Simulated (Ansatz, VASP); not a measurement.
# One calculation of Co, two programs

The input INCAR:

```
SYSTEM = Co
ALGO = Normal
EDIFF = 1E-6
ENCUT = 520
GGA = PS
ISIF = 2
ISMEAR = 0
ISPIN = 2
LASPH = .TRUE.
LCHARG = .FALSE.
LMAXMIX = 4
LORBIT = 11
LREAL = .FALSE.
LWAVE = .FALSE.
MAGMOM = 2.1
NBANDS = 14
NELM = 150
PREC = Accurate
SIGMA = 0.1
```

KPOINTS

```
k-points
0
G
  18 18 18
  0 0 0
```

The input POSCAR:

```
Co
1.0
   -1.5460345575      1.5460345575      1.5460345575
    1.5460345575     -1.5460345575      1.5460345575
    1.5460345575      1.5460345575     -1.5460345575
Co
1
Direct
    0.0000000000      0.0000000000      0.0000000000
```

Input for Ansatz:

```yaml
crystal:
  lattice:
    - [-1.5460345575, 1.5460345575, 1.5460345575]
    - [1.5460345575, -1.5460345575, 1.5460345575]
    - [1.5460345575, 1.5460345575, -1.5460345575]
  atoms:
    - { symbol: Co, position: [0.0, 0.0, 0.0], spin: 2.1 }
basis:
  ecutwfc: 420
kpoints:
  mp_grid: { grid: [18, 18, 18] }
hamiltonian:
  xc: pbesol
scf:
  occupations: { method: gaussian, width: 0.1 }
output:
  forces: true
  stress: true
  eigenvalues: true
  populations: true
magnetization:
  spin_polarized: true
```

Alike in both runs: task single point; functional PBEsol; k mesh 18 × 18 × 18; occupations gaussian, width 0.1 eV; collinear spin.

|  | VASP | Ansatz |
| --- | --- | --- |
| version | VASP 6.6.1 | Ansatz 0.2.0 |
| potentials or method | VASP PAW PBE potentials, release 64 (Co), cutoff 520 eV | scalar-relativistic, plane waves, PAW |
| valence electrons in the cell | 9 | 17 |

```csv
,VASP,Ansatz,Ansatz less VASP
gap on the k mesh at the Fermi level (eV),none,none,-
pressure (GPa),-35.1,-35.5,-0.43
net moment per atom (μB),1.89,1.89,+0.004
size of the moment on the site where the two differ most (μB),1.95,1.99,+0.035
```

VASP's potentials were made for PBE, not for PBEsol. Site moments also hang on the region over which each program counts them. A gap of «none» marks a metal or a gap that the smearing closes. Both programs put the cell under strong tension, so it lies far from rest at this level. VASP's potentials hold 9 valence electrons a cell and Ansatz's 17, so a difference there can come from the potentials and not from the codes.

Noted on VASP's run: the cell as given lies far from equilibrium.
